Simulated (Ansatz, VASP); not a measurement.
## One calculation of HfB2, two programs

Contents of INCAR:

```
PREC = Accurate ; ENCUT = 520
EDIFF = 1E-6 ; ISMEAR = -1
SIGMA = 0.05 ; LREAL = False
LASPH = True ; NELM = 80
ALGO = Normal ; ISIF = 2
LWAVE = False ; LCHARG = True
GGA = PS ; LELF = True
LVHAR = True ; NBANDS = 15
```

The input KPOINTS:

```
regular mesh
0
Gamma
  10 10 8
```

File POSCAR:

```
HfB2
1.0
    3.0144000000      0.0000000000      0.0000000000
   -1.5072000000      2.6105469772      0.0000000000
    0.0000000000      0.0000000000      3.4800000000
Hf B
1 2
Direct
    0.0000000000      0.0000000000      0.0000000000
    0.6666666667      0.3333333333      0.5000000000
    0.3333333333      0.6666666667      0.5000000000
```

The input input.yaml:

```yaml
crystal:
  lattice:
    - [3.0144, 0.0, 0.0]
    - [-1.5072, 2.6105469772, 0.0]
    - [0.0, 0.0, 3.48]
  atoms:
    - { symbol: Hf, position: [0.0, 0.0, 0.0] }
    - { symbol: B, position: [0.6666666667, 0.3333333333, 0.5] }
    - { symbol: B, position: [0.3333333333, 0.6666666667, 0.5] }
kpoints:
  mp_grid: { grid: [10, 10, 8] }
  band_path:
    path:
      - [0.0, 0.0, 0.0]
      - [0.5, 0.0, 0.0]
      - [0.3333333333, 0.3333333333, 0.0]
      - [0.0, 0.0, 0.0]
      - [0.0, 0.0, 0.5]
      - [0.5, 0.0, 0.5]
      - [0.3333333333, 0.3333333333, 0.5]
      - [0.0, 0.0, 0.5]
    npoints: 6
scf:
  occupations: { method: fermi_dirac, width: 0.05 }
hamiltonian:
  xc: pbesol
  pseudopotentials: { kind: all_electron, lapw: { basis_error: 0.002 } }
output:
  forces: true
  stress: true
  eigenvalues: true
```

Change from the starting cell: strain_xy = -0.04.

Alike in both runs: functional PBEsol; k mesh 10 × 10 × 8; occupations fermi-dirac, width 0.05 eV; no spin polarisation.

```csv
,VASP,Ansatz
version,VASP 6.6.1,Ansatz 0.2.0
potentials or method,"VASP PAW PBE potentials, release 64 (Hf_pv, B), cutoff 520 eV","all-electron LAPW, scalar-relativistic"
task,single point,band structure
```

VASP gave:

* gap on the k mesh at the Fermi level (eV): none
* pressure (GPa): 20.3
* traceless stress, the component that is largest in VASP (GPa): -13.70

Task: What did Ansatz give for the same quantities?

Result: gap on the k mesh at the Fermi level (eV): none; pressure (GPa): 20.3; traceless stress, the component that is largest in VASP (GPa): -13.96.

VASP's potentials were made for PBE, not for PBEsol. A gap of «none» marks a metal or a gap that the smearing closes. Ansatz ran all-electron here, and VASP with PAW potentials.

Spin-orbit coupling is off throughout.
